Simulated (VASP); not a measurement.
Write the native input for VASP 6.6.1 that does the following.

```yaml
Task: relaxation of cell and atoms
Functional: PBEsol
Potentials_or_basis: VASP PAW PBE potentials, release 64 (Ru_pv, Bi_d, B)
Cutoff: 600 eV
k_mesh: 6 × 6 × 6
Occupations: fermi-dirac, width 0.0113 eV
Spin: no spin polarisation
Target_pressure: 5 GPa
Dipole_correction: no
Further_INCAR_settings: ALGO = Normal; EDIFF = 1e-06; IBRION = 2; EDIFFG = -0.01; NSW = 60; ISIF = 3
```

The structure of Bi2B2Ru lies in POSCAR:

```
Bi2B2Ru
1.0
    0.7704420000     -3.5983850000      0.0000000000
    0.7704420000     -1.7167130000     -3.1624840000
    8.0180000000      3.5983850000      0.0000000000
Ru Bi B
1 2 2
Direct
    0.0000000000      0.0000000000      0.0000000000
    0.7840000000      0.6080000000      0.1760000000
    0.2160000000      0.3920000000      0.8240000000
    0.5760000000      0.2120000000      0.3640000000
    0.4240000000      0.7880000000      0.6360000000
```

One way to write it, as run:

INCAR

```
PREC = Accurate ; ENCUT = 600
EDIFF = 1E-6 ; ISMEAR = -1
SIGMA = 0.0113 ; LREAL = False
LASPH = True ; NELM = 80
ALGO = Normal ; ISIF = 3
LWAVE = False ; LCHARG = False
GGA = PS ; IBRION = 2
NSW = 60 ; EDIFFG = -0.01
PSTRESS = 50.0
```

KPOINTS

```
Automatic mesh
0
Gamma
  6 6 6
```

Potentials or basis: VASP PAW PBE potentials, release 64 (Ru_pv, Bi_d, B).

The run is started by

```bash
$ cat potpaw_PBE.64/Ru_pv/POTCAR potpaw_PBE.64/Bi_d/POTCAR potpaw_PBE.64/B/POTCAR > POTCAR
$ mpirun -np 1 vasp_std > vasp.out
```

Results of the run:

```yaml
Relaxed_volume: 15.40 Å³/atom
Relaxed_cell: a = 3.200 Å, b = 3.200 Å, c = 8.875 Å, α = 90.00°, β = 100.39°, γ = 60.00°
Space_group_after_relaxing_to_0.1_Å: R-3m (No. 166)
Energy_change_on_relaxing_the_run_minimises_the_enthalpy: -1135.9 meV/atom
Ionic_steps: 32
Pressure_after_relaxing: 5.0 GPa
Largest_force_after_relaxing: 0.005 eV/Å
Band_gap_on_the_k_mesh: zero (bands 25 and 26 overlap by 1.11 eV)
```

Caveat: the cell is relaxed towards a set pressure, so the run minimises the enthalpy, not the energy; the volume moved by over 15 % at a fixed basis, so the end points are rough; the PAW data sets were made with another functional, which shifts forces and pressure a little; spin-orbit coupling is left out, which moves the levels of the heavy elements.

Run time: 51 min on 1 thread of Intel(R) Xeon(R) Platinum 8259CL CPU @ 2.50GHz (Skylake/Cascade Lake), on a shared host, peak memory 0.34 GiB.
